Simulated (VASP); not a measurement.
A run of VASP 6.6.1:

File INCAR:

```
SYSTEM = K2Br
PREC = Accurate
ENCUT = 600
EDIFF = 1E-6
ISMEAR = 0
SIGMA = 0.1
LREAL = .FALSE.
LASPH = .TRUE.
NELM = 80
ALGO = Normal
ISIF = 3
LWAVE = .FALSE.
LCHARG = .FALSE.
GGA = PS
IBRION = 2
NSW = 80
EDIFFG = -0.01
```

The input KPOINTS:

```
Automatic mesh
0
G
  10 10 10
  0 0 0
```

Contents of POSCAR:

```
K2Br
1.0
    0.0000000000      3.8048468014      3.8048468014
    3.8048468014      0.0000000000      3.8048468014
    3.8048468014      3.8048468014      0.0000000000
K Br
2 1
Direct
    0.2500000000      0.2500000000      0.2500000000
    0.7500000000      0.7500000000      0.7500000000
    0.0000000000      0.0000000000      0.0000000000
```

Potentials or basis: VASP PAW PBE potentials, release 64 (K_sv, Br).

Command:

```bash
$ cat potpaw_PBE.64/K_sv/POTCAR potpaw_PBE.64/Br/POTCAR > POTCAR
$ mpirun -np 1 vasp_std > vasp.out
```

Hardware: 1 thread of Oxide Virtual Turin-like Processor (shared host).

How long does it take, and how much memory?

Wall time 10 min on 1 thread of Oxide Virtual Turin-like Processor (shared host), peak memory 0.37 GiB. Counts: scf iterations 42, k points 47, ion steps 4.
